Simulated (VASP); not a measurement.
The system is Sn2PbO2.

```
CELL_PARAMETERS angstrom
4.22849 0.00000 0.00000
-2.11424 3.66198 0.00000
0.00000 0.00000 7.52218
ATOMIC_POSITIONS crystal
Sn 0.00000 0.00000 0.58607
Sn 0.66667 0.33333 0.41746
Pb 0.00000 0.00000 0.01853
O 0.00000 0.00000 0.26458
O 0.66667 0.33333 0.65097
```

The cell was generated, and may not be a known phase.

```yaml
Program: VASP 6.6.1
Task: relaxation of cell and atoms
Functional: PBE
Potentials_or_basis: VASP PAW PBE potentials, release 64 (Sn_d, Pb_d, O)
Cutoff: 600 eV
k_mesh: 6 × 6 × 2
Occupations: gaussian, width 0.1 eV
Spin: no spin polarisation
```

At the start: pressure 23.2 GPa; volume 23.30 Å³/atom.

Q: Where does the relaxation end?

A: Over 67 steps the energy falls by 1268.8 meV/atom and the volume is 22.80 Å³/atom (-2.1 %); space group P3m1 (No. 156, to 0.1 Å) before and after.

The path:
```
step  energy change (eV)  largest force (eV/Å)  pressure (GPa)  volume (Å³)
   1              0.0000               11.7072           23.21       116.48
   3             -1.7434                1.1226          -10.02       168.79
   5             -3.2371                1.7169           -4.61       137.72
   7             -3.3031                1.8424           -2.88       133.73
   9             -3.6749                1.7522           -1.41       127.36
  11             -4.4397                0.5549            7.36       107.69
  13             -4.6766                0.4024            4.02       112.53
  15             -5.1300                0.5817           -1.21       125.36
  17             -5.1394                0.4133           -1.65       126.34
  19             -5.1880                0.6411           -0.20       122.68
  21             -5.3339                0.8515            0.17       117.03
  23             -5.3625                1.0112            0.30       114.75
  25             -5.3797                1.1942            0.26       113.01
  27             -5.4190                1.3780            0.08       108.86
  29             -5.4733                1.0945            0.23       109.85
  31             -5.6728                0.9140            2.02       107.31
  33             -5.7718                0.6608           -1.53       111.55
  35             -5.8790                0.7647            1.85       106.38
  37             -5.9141                0.6301           -0.07       108.23
  39             -5.9518                0.6788           -0.39       108.45
  41             -6.0775                1.3952            3.09       108.22
  43             -6.1454                0.4194            0.63       108.34
  45             -6.1576                0.3941            1.13       108.31
  47             -6.1777                0.6422            1.03       109.79
  49             -6.2686                0.7734           -2.79       119.54
  51             -6.3067                0.2342           -1.93       120.53
  53             -6.3331                0.1543           -0.38       117.14
  55             -6.3357                0.1961           -0.01       116.21
  57             -6.3374                0.1718            0.09       114.41
  59             -6.3401                0.0883           -0.03       115.19
  61             -6.3412                0.0688           -0.19       115.16
  63             -6.3417                0.1610            0.30       114.10
  65             -6.3427                0.1091            0.11       114.44
  67             -6.3440                0.0398           -0.03       113.99
```

Final structure:
```xyz
5
Lattice="3.7655 0.0000 0.0000 -1.8828 3.2610 0.0000 0.0000 0.0000 9.2827" Properties=species:S:1:pos:R:3 pbc="T T T"
Sn    0.0000    0.0000    5.9915
Sn    1.8828    1.0870    3.0676
Pb    0.0000    0.0000    9.0760
O     0.0000    0.0000    3.7945
O     1.8828    1.0870    5.3393
```

Caveat: the k points lie up to 0.34 Å⁻¹ apart in the final cell, too coarse for converged energies and pressures of a metal; a cell axis changed by over 15 % at a fixed basis, so the end point is rough.
